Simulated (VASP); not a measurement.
Input of a VASP 6.6.1 run:

POSCAR

```
AlNi
1.0
    2.0466156511     -2.0619187610      0.0000000000
    2.0466156511      2.0619187610      0.0000000000
    0.0000000000      0.0000000000      2.7811716172
Al Ni
1 1
Direct
    0.0000000000      0.0000000000      0.0000000000
    0.5000000000      0.5000000000      0.5000000000
```

Contents of INCAR.step1:

```
SYSTEM = AlNi
PREC     = Accurate       ! precision mode
ENCUT    = 520            ! plane-wave cutoff, eV
ISMEAR   = 0              ! smearing method
SIGMA    = 0.15           ! smearing width, eV
LREAL    = .FALSE.        ! projectors in reciprocal space
LASPH    = .TRUE.         ! aspherical terms in the spheres
NELM     = 60             ! most SCF steps
NBANDS   = 14             ! bands
GGA      = PE             ! functional
ALGO     = Normal         ! electronic algorithm
EDIFF    = 1E-4           ! SCF threshold, eV
LWAVE    = .TRUE.         ! write WAVECAR
LCHARG   = .FALSE.        ! write CHGCAR
```

File INCAR.step2:

```
SYSTEM = AlNi
PREC     = Accurate       ! precision mode
ENCUT    = 520            ! plane-wave cutoff, eV
EDIFF    = 1E-7           ! SCF threshold, eV
ISMEAR   = 0              ! smearing method
SIGMA    = 0.15           ! smearing width, eV
LREAL    = .FALSE.        ! projectors in reciprocal space
LASPH    = .TRUE.         ! aspherical terms in the spheres
NELM     = 60             ! most SCF steps
ALGO     = Normal         ! electronic algorithm
ISIF     = 2              ! what is computed and relaxed
LWAVE    = .FALSE.        ! write WAVECAR
LCHARG   = .TRUE.         ! write CHGCAR
METAGGA  = R2SCAN         ! meta-GGA
LMIXTAU  = .TRUE.       
LELF     = .TRUE.         ! ELF
LVHAR    = .TRUE.       
NBANDS   = 14             ! bands
ISTART   = 1
```

The input KPOINTS:

```
Automatic mesh
0
G
  20 20 18
  0 0 0
```

Potentials or basis: VASP PAW PBE potentials, release 64 (Al, Ni).

The run is started by

```bash
$ cat potpaw_PBE.64/Al/POTCAR potpaw_PBE.64/Ni/POTCAR > POTCAR
$ cp INCAR.step1 INCAR
$ mpirun -np 1 vasp_std > vasp.out
$ cp INCAR.step2 INCAR
$ mpirun -np 1 vasp_std > vasp.out
```

Predict the pressure.

-0.1 GPa.

Stress tensor (GPa, compression positive):
```
-0.55  0.00  0.00
 0.00 -2.62  0.00
 0.00  0.00  2.92
```

Caveat: the PAW data sets were made with another functional, which shifts forces and pressure a little. Spin polarisation is off, so any magnetic state and its effect on volume and gap are missing.
